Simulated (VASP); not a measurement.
Input of a VASP 6.6.1 run:

Contents of INCAR:

```
PREC = Accurate
ENCUT = 520
EDIFF = 1E-6
ISMEAR = 0
SIGMA = 0.1
LREAL = False
LASPH = True
NELM = 100
ALGO = Normal
ISIF = 2
LWAVE = False
LCHARG = False
GGA = PE
NBANDS = 14
```

KPOINTS

```
Automatic mesh
0
Gamma
  18 18 18
```

File POSCAR:

```
Rh
1.0
    0.0000000000      1.8978500000      1.8978500000
    1.8978500000      0.0000000000      1.8978500000
    1.8978500000      1.8978500000      0.0000000000
Rh
1
Direct
    0.0000000000      0.0000000000      0.0000000000
```

Potentials or basis: VASP PAW PBE potentials, release 64 (Rh_pv).

Launch:

```bash
$ cat potpaw_PBE.64/Rh_pv/POTCAR > POTCAR
$ mpirun -np 1 vasp_std > vasp.out
```

Problem. Predict the pressure.

Solution. 7.5 GPa.
